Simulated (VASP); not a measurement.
# ScIn2Se2 (P-3m1) in VASP: further runs

ScIn2Se2 is run at these levels: PBE; tasks: single point.

Everything below comes from runs of VASP 6.6.1. Logs are shortened: lines on timing, memory, paths and dates and some standing lists are left out, and cuts for length are marked.

## (1) The cell of the first run

The structure is trigonal, space group P-3m1 (No. 164). The conventional cell has a = 3.934 Å, b = 3.934 Å, c = 9.871 Å, α = 90.00°, β = 90.00°, γ = 120.00°. Within 3.6 Å of Sc (site symmetry -3m) lie 6 Se at 2.74 Å. In (site symmetry 3m) has 3 Se at 3.21 Å and 9 In at 3.22 to 3.93 Å within 4.2 Å. Se (site symmetry 3m) has 3 Sc at 2.74 Å and 3 In at 3.21 Å within 3.6 Å.

The cell was built from a structure type or drawn by symmetry, and may not be a known phase.

## (2) Single point, PBE

INCAR reads:

```
PREC     = Accurate       # precision mode
ENCUT    = 520            # plane-wave cutoff, eV
EDIFF    = 1E-6           # SCF threshold, eV
ISMEAR   = 0              # smearing method
SIGMA    = 0.2            # smearing width, eV
LREAL    = False          # projectors in reciprocal space
LASPH    = True           # aspherical terms in the spheres
NELM     = 100            # most SCF steps
ALGO     = Normal         # electronic algorithm
ISIF     = 2              # what is computed and relaxed
LWAVE    = False          # write WAVECAR
LCHARG   = False          # write CHGCAR
GGA      = PE             # functional
NBANDS   = 32             # bands
```

KPOINTS reads:

```
Automatic mesh
0
Gamma
  4 4 2
```

POSCAR reads:

```
ScIn2Se2
1.0
    3.9336402300      0.0000000024      0.0000000000
   -1.9668201171      3.4066323673      0.0000000000
    0.0000000000      0.0000000000      9.8706008723
Sc In Se
1 2 2
Direct
    0.0000000000      0.0000000000      0.0000000000
    0.6666666667      0.3333333333      0.3844335550
    0.3333333333      0.6666666667      0.6155664450
    0.6666666667      0.3333333333      0.8449424468
    0.3333333333      0.6666666667      0.1550575532
```

Potentials or basis: VASP PAW PBE potentials, release 64 (Sc_sv, In_d, Se).

The run is started by

```sh
$ cat potpaw_PBE.64/Sc_sv/POTCAR potpaw_PBE.64/In_d/POTCAR potpaw_PBE.64/Se/POTCAR > POTCAR
$ mpirun -np 1 vasp_std > vasp.out
```

OUTCAR:

```text
PREC = Accurate
   ENCUT = 520
   EDIFF = 1E-6
   ISMEAR = 0
   LREAL = False
   LASPH = True
   NELM = 100
   ISIF = 2
   GGA = PE

 ion  position               nearest neighbor table
   1  0.000  0.000  0.000-   4 2.74   5 2.74   5 2.74   4 2.74   4 2.74   5 2.74
   2  0.667  0.333  0.384-   5 3.21   5 3.21   5 3.21   3 3.22   3 3.22   3 3.22
   3  0.333  0.667  0.616-   4 3.21   4 3.21   4 3.21   2 3.22   2 3.22   2 3.22
   4  0.667  0.333  0.845-   1 2.74   1 2.74   1 2.74   3 3.21   3 3.21   3 3.21
   5  0.333  0.667  0.155-   1 2.74   1 2.74   1 2.74   2 3.21   2 3.21   2 3.21

  LATTYP: Found a hexagonal cell.
 ALAT       =     3.9336402300
 C/A-ratio  =     2.5092790126

  Lattice vectors:

 A1 = (   3.9336402300,   0.0000000024,   0.0000000000)
 A2 = (  -1.9668201171,   3.4066323673,   0.0000000000)
 A3 = (   0.0000000000,   0.0000000000,   9.8706008723)

Analysis of symmetry for initial positions (statically):
=====================================================================
 Subroutine PRICEL returns:
 Original cell was already a primitive cell.

 Routine SETGRP: Setting up the symmetry group for a
 hexagonal supercell.

 Subroutine GETGRP returns: Found 12 space group operations
 (whereof 12 operations were pure point group operations)
 out of a pool of 24 trial point group operations.

The static configuration has the point symmetry D_3d.

Analysis of symmetry for dynamics (positions and initial velocities):
=====================================================================
 Subroutine PRICEL returns:
 Original cell was already a primitive cell.

 Routine SETGRP: Setting up the symmetry group for a
 hexagonal supercell.

 Subroutine GETGRP returns: Found 12 space group operations
 (whereof 12 operations were pure point group operations)
 out of a pool of 24 trial point group operations.

The dynamic configuration has the point symmetry D_3d.

 Subroutine INISYM returns: Found 12 space group operations
 (whereof 12 operations are pure point group operations),
 and found     1 'primitive' translations

----------------------------------------------------------------------------------------

                                     Primitive cell

  volume of cell :     132.2707

  direct lattice vectors                    reciprocal lattice vectors
     3.933640230  0.000000002  0.000000000     0.254217453  0.146772515  0.000000000
    -1.966820117  3.406632367  0.000000000    -0.000000000  0.293545030  0.000000000
     0.000000000  0.000000000  9.870600872     0.000000000  0.000000000  0.101310955

  length of vectors
     3.933640230  3.933640230  9.870600872     0.293545030  0.293545030  0.101310955

  position of ions in fractional coordinates (direct lattice)
     0.000000000  0.000000000  0.000000000
     0.666666667  0.333333333  0.384433555
     0.333333333  0.666666667  0.615566445
     0.666666667  0.333333333  0.844942447
     0.333333333  0.666666667  0.155057553

  ion indices of the primitive-cell ions
   primitive index   ion index
                 1           1
                 2           2
                 3           3
                 4           4
                 5           5

----------------------------------------------------------------------------------------

 KPOINTS: Automatic mesh

Automatic generation of k-mesh.
 Grid dimensions read from file:
 generate k-points for:    4    4    2

 Generating k-lattice:

  Cartesian coordinates                     Fractional coordinates (reciprocal lattice)
     0.063554363  0.036693129  0.000000000     0.250000000  0.000000000  0.000000000
    -0.000000000  0.073386257  0.000000000    -0.000000000  0.250000000  0.000000000
     0.000000000  0.000000000  0.050655477     0.000000000  0.000000000  0.500000000

  Length of vectors
     0.073386257  0.073386257  0.050655477

  Shift w.r.t. Gamma in fractional coordinates (k-lattice)
     0.000000000  0.000000000  0.000000000

 Subroutine IBZKPT returns following result:
 ===========================================

 Found      8 irreducible k-points:

 Following reciprocal coordinates:
            Coordinates               Weight
  0.000000  0.000000  0.000000      1.000000
  0.250000  0.000000  0.000000      6.000000
  0.500000  0.000000  0.000000      3.000000
  0.250000  0.250000  0.000000      6.000000
  0.000000  0.000000  0.500000      1.000000
  0.250000  0.000000  0.500000      6.000000
  0.500000  0.000000  0.500000      3.000000
  0.250000  0.250000  0.500000      6.000000
   k-points           NKPTS =      8   k-points in BZ     NKDIM =      8   number of bands    NBANDS=     32
   number of dos      NEDOS =    301   number of ions     NIONS =      5
   total plane-waves  NPLWV =  72000
   dimension x,y,z NGX =    30 NGY =   30 NGZ =   80
   dimension x,y,z NGXF=    60 NGYF=   60 NGZF=  160
   ions per type =               1   2   2
   NGX,Y,Z   is equivalent  to a cutoff of  12.68, 12.68, 13.47 a.u.
   NGXF,Y,Z  is equivalent  to a cutoff of  25.36, 25.36, 26.95 a.u.
 SYSTEM =  unknown system
   PREC   = accura    normal or accurate (medium, high low for compatibility)
   ISTART =      0    job   : 0-new  1-cont  2-samecut
   ICHARG =      2    charge: 1-file 2-atom 10-const
   ISPIN  =      1    spin polarized calculation?
   LNONCOLLINEAR =      F non collinear calculations
   LSORBIT =      F    spin-orbit coupling
   LASPH  =      T    aspherical Exc in radial PAW
   ENCUT  =  520.0 eV  38.22 Ry    6.18 a.u.   7.31  7.31 18.35*2*pi/ulx,y,z
   NELM   =    100;   NELMIN=  2; NELMDL= -5     # of ELM steps
   EDIFF  = 0.1E-05   stopping-criterion for ELM
   LREAL  =      F    real-space projection
   EDIFFG = 0.1E-04   stopping-criterion for IOM
   NSW    =      0    number of steps for IOM
   IBRION =     -1    ionic relax: 0-MD 1-quasi-New 2-CG
   NFREE  =      0    steps in history (QN), initial steepest desc. (CG)
   ISIF   =      2    stress and relaxation
   ISYM   =      2    0-nonsym 1-usesym 2-fastsym
   POTIM  = 0.5000    time-step for ionic-motion
   TEBEG  =    0.0;   TEEND  =   0.0 temperature during run
   PSTRESS=    0.0 pullay stress
   NELECT =      49.0000    total number of electrons
   NUPDOWN=      -1.0000    fix difference up-down
   EMIN   =  10.00;   EMAX   =-10.00  energy-range for DOS
   EFERMI =   0.00;   METHOD = LEGACY
   ISMEAR =     0;   SIGMA  =   0.20  broadening in eV -4-tet -1-fermi 0-gaus
   EFERMI_NEDOS =   21; number of points for ismear=-14 and -15
   IALGO  =     38    algorithm
   IMIX   =      4    mixing-type and parameters
     AMIX     =   0.40;   BMIX     =  1.00
     AMIX_MAG =   1.60;   BMIX_MAG =  1.00
  volume/ion in A,a.u.               =      26.45       178.52
  Fermi-wavevector in a.u.,A,eV,Ry     =   1.175761  2.221866 18.808881  1.382414
  Thomas-Fermi vector in A             =   2.312136
   LORBIT       =      0    0 simple, 1 ext, 2 COOP (PROOUT), +10 PAW based schemes
   GGA     = PE    functional components
   LHFCALC =     F    Hartree Fock is set to
   AEXX    =    0.0000 exact exchange contribution
   IVDW    =     0    specifies the selected vdW correction
   LEPSILON=     F    determine dielectric tensor
   LRPA    =     F    only Hartree local field effects (RPA)
 non-spin polarized calculation
 Gauss-broadening in eV      SIGMA  =   0.20
  energy-cutoff  :      520.00
  volume of cell :      132.27
 maximum number of plane-waves:      3631
 NGX is ok and might be reduce to    30
   NGX = 15   NGY = 15   NGZ = 37

 number of electron      49.0000002 magnetization

 Free energy of the ion-electron system (eV)
  ---------------------------------------------------
  ext. energy  EPLUGINS =         0.00000000
  ---------------------------------------------------
  free energy    TOTEN  =       -22.56727201 eV

  energy without entropy =      -22.53562934  energy(sigma->0) =      -22.55145068

 E-fermi :   5.2990     XC(G=0):  -9.5588

 val. band max:        5.2074617251   @ k =   0.0000   0.0000   0.0000
 cond. band min:       5.4323667728   @ k =   0.2500   0.2500   0.0000
 fundamental gap:      0.2249050477
 Fermi energy:         5.2989919405

 k-point     1 :       0.0000    0.0000    0.0000
  band No.  band energies     occupation
      1     -45.3798      2.00000
      2     -24.0219      2.00000
      3     -23.9615      2.00000
      4     -23.9615      2.00000
      5      -9.6324      2.00000
      6      -9.6324      2.00000
[... 24 lines left out ...]
     31       8.8067      0.00000
     32       9.9347      0.00000

 k-point     2 :       0.2500    0.0000    0.0000
  band No.  band energies     occupation
      1     -45.3778      2.00000
      2     -24.0153      2.00000
      3     -23.9911      2.00000
      4     -23.9680      2.00000
      5      -9.6534      2.00000
      6      -9.6289      2.00000
[... 24 lines left out ...]
     31       8.4964      0.00000
     32       8.5817      0.00000

 k-point     3 :       0.5000    0.0000    0.0000
  band No.  band energies     occupation
      1     -45.3759      2.00000
      2     -24.0213      2.00000
      3     -24.0080      2.00000
      4     -23.9745      2.00000
      5      -9.6424      2.00000
      6      -9.6313      2.00000
[... 24 lines left out ...]
     31       7.8510      0.00000
     32       8.2035      0.00000

 k-point     4 :       0.2500    0.2500    0.0000
  band No.  band energies     occupation
      1     -45.3759      2.00000
      2     -24.0092      2.00000
      3     -24.0087      2.00000
      4     -23.9860      2.00000
      5      -9.6517      2.00000
      6      -9.6245      2.00000
[... 24 lines left out ...]
     31       7.8807      0.00000
     32       8.1815      0.00000

 k-point     5 :       0.0000    0.0000    0.5000
  band No.  band energies     occupation
      1     -45.3798      2.00000
      2     -24.0219      2.00000
      3     -23.9615      2.00000
      4     -23.9615      2.00000
      5      -9.6324      2.00000
      6      -9.6324      2.00000
[... 24 lines left out ...]
     31       9.5805      0.00000
     32       9.5806      0.00000

 k-point     6 :       0.2500    0.0000    0.5000
  band No.  band energies     occupation
      1     -45.3779      2.00000
      2     -24.0153      2.00000
      3     -23.9912      2.00000
      4     -23.9680      2.00000
      5      -9.6552      2.00000
      6      -9.6289      2.00000
[... 24 lines left out ...]
     31       8.3539      0.00000
     32       8.7077      0.00000

 k-point     7 :       0.5000    0.0000    0.5000
  band No.  band energies     occupation
      1     -45.3759      2.00000
      2     -24.0213      2.00000
      3     -24.0080      2.00000
      4     -23.9745      2.00000
      5      -9.6420      2.00000
      6      -9.6313      2.00000
[... 24 lines left out ...]
     31       8.1148      0.00000
     32       8.6806      0.00000

 k-point     8 :       0.2500    0.2500    0.5000
  band No.  band energies     occupation
      1     -45.3759      2.00000
      2     -24.0092      2.00000
      3     -24.0087      2.00000
      4     -23.9860      2.00000
      5      -9.6515      2.00000
      6      -9.6252      2.00000
[... 24 lines left out ...]
     31       7.5100      0.00000
     32       8.3590      0.00000

------------------------ aborting loop because EDIFF is reached ----------------------------------------

  FORCE on cell =-STRESS in cart. coord.  units (eV):
  Direction    XX          YY          ZZ          XY          YZ          ZX
  --------------------------------------------------------------------------------------
  -------------------------------------------------------------------------------------
  Total       -0.0270772     -0.0270772     -0.1230125      0.0000000      0.0000000      0.0000000
  in kB       -0.3279832     -0.3279832     -1.4900343      0.0000000      0.0000000      0.0000000
  external PRESSURE =      -0.7153336 kB  Pullay stress =       0.0000000 kB

 VOLUME and BASIS-vectors are now :
 -----------------------------------------------------------------------------
  energy-cutoff  :      520.00
  volume of cell :      132.27
      direct lattice vectors                 reciprocal lattice vectors
     3.933640230  0.000000002  0.000000000     0.254217453  0.146772515  0.000000000
    -1.966820117  3.406632367  0.000000000    -0.000000000  0.293545030  0.000000000
     0.000000000  0.000000000  9.870600872     0.000000000  0.000000000  0.101310955

 POSITION                                       TOTAL-FORCE (eV/Angst)
 -----------------------------------------------------------------------------------
      0.00000      0.00000      0.00000         0.000000      0.000000      0.000000
      1.96682      1.13554      3.79459         0.000000      0.000000     -0.026841
     -0.00000      2.27109      6.07601         0.000000     -0.000000      0.026841
      1.96682      1.13554      8.34009         0.000000     -0.000000     -0.020413
     -0.00000      2.27109      1.53051        -0.000000      0.000000      0.020413
 -----------------------------------------------------------------------------------
    total drift:                                0.000000     -0.000000      0.000000

  FREE ENERGIE OF THE ION-ELECTRON SYSTEM (eV)
  ---------------------------------------------------
  free  energy   TOTEN  =       -22.5672720129 eV

  energy  without entropy=      -22.5356293375  energy(sigma->0) =      -22.55145068
```

Wall time 24 s (1 thread of Intel Xeon 6975P-C (Granite Rapids), shared host); peak memory 0.25 GiB.

What came out:

- Free energy: -22.5673 eV
- Pressure: -0.1 GPa
- Largest force: 0.027 eV/Å
- Band gap on the k mesh: zero (an odd number of electrons rules out a gap without spin polarisation)

Forces in eV/Å, atoms in the order of the input:
```
Sc   0.000  0.000  0.000
In   0.000  0.000 -0.027
In   0.000  0.000  0.027
Se   0.000  0.000 -0.020
Se   0.000  0.000  0.020
```

Caveat: the k points lie up to 0.46 Å⁻¹ apart, too coarse for converged energies and pressures of a metal; spin-orbit coupling is left out, which moves the levels of the heavy elements.

## (3) Single point, PBE

This run uses another cell than the first one, of 27.80 Å³/atom.

INCAR reads:

```
SYSTEM = ScIn2Se2
PREC = Accurate ; ENCUT = 520
EDIFF = 1E-6 ; ISMEAR = 0
SIGMA = 0.2 ; LREAL = .False.
LASPH = .True. ; NELM = 80
ALGO = Normal ; ISIF = 2
LWAVE = .False. ; LCHARG = .True.
GGA = PE ; LELF = .True.
LVHAR = .True. ; NBANDS = 32
```

KPOINTS reads:

```
Automatic mesh
0
Gamma
  5 5 2
  0 0 0
```

POSCAR reads:

```
ScIn2Se2
1.0
    3.7971628756      0.0000000000      0.0000000000
   -1.8985814378      3.2884395126      0.0000000000
    0.0000000000      0.0000000000     11.1337833150
Sc In Se
1 2 2
Direct
    0.0000000000      0.0000000000      0.0000000000
    0.0000000000      0.0000000000      0.6480305519
    0.0000000000      0.0000000000      0.3519694481
    0.6666666667      0.3333333333      0.8574363730
    0.3333333333      0.6666666667      0.1425636270
```

Potentials or basis: VASP PAW PBE potentials, release 64 (Sc_sv, In_d, Se).

The run is started by

```sh
$ cat potpaw_PBE.64/Sc_sv/POTCAR potpaw_PBE.64/In_d/POTCAR potpaw_PBE.64/Se/POTCAR > POTCAR
$ mpirun -np 1 vasp_std > vasp.out
```

It took 24 s on 1 thread of Intel Xeon 6975P-C (Granite Rapids), shared host; peak memory 0.25 GiB.

It converged, with:

| Property | Result |
| --- | --- |
| Free energy | -22.7654 eV |
| Pressure | 0.1 GPa |
| Largest force | 0.040 eV/Å |
| Band gap on the k mesh | zero (an odd number of electrons rules out a gap without spin polarisation) |

Forces on the atoms (eV/Å):
```
Sc   0.000  0.000  0.000
In   0.000  0.000 -0.028
In   0.000  0.000  0.028
Se   0.000  0.000 -0.040
Se   0.000  0.000  0.040
```

Stress tensor (GPa, compression positive):
```
0.08 0.00 0.00
0.00 0.08 0.00
0.00 0.00 0.17
```

Levels at points of the mesh, in eV from the Fermi level:
```tsv
k point	band 22	band 23	band 24	band 25	band 26	band 27
(0.00, 0.00, 0.00)	-1.00	-0.83	-0.83	0.62	1.21	1.21
(0.00, 0.00, 0.50)	-2.40	-0.83	-0.83	1.21	1.21	1.41
```

Caveat: the k points lie up to 0.38 Å⁻¹ apart, too coarse for converged energies and pressures of a metal; spin-orbit coupling is left out, which moves the levels of the heavy elements.

[end of part 1 of 2]
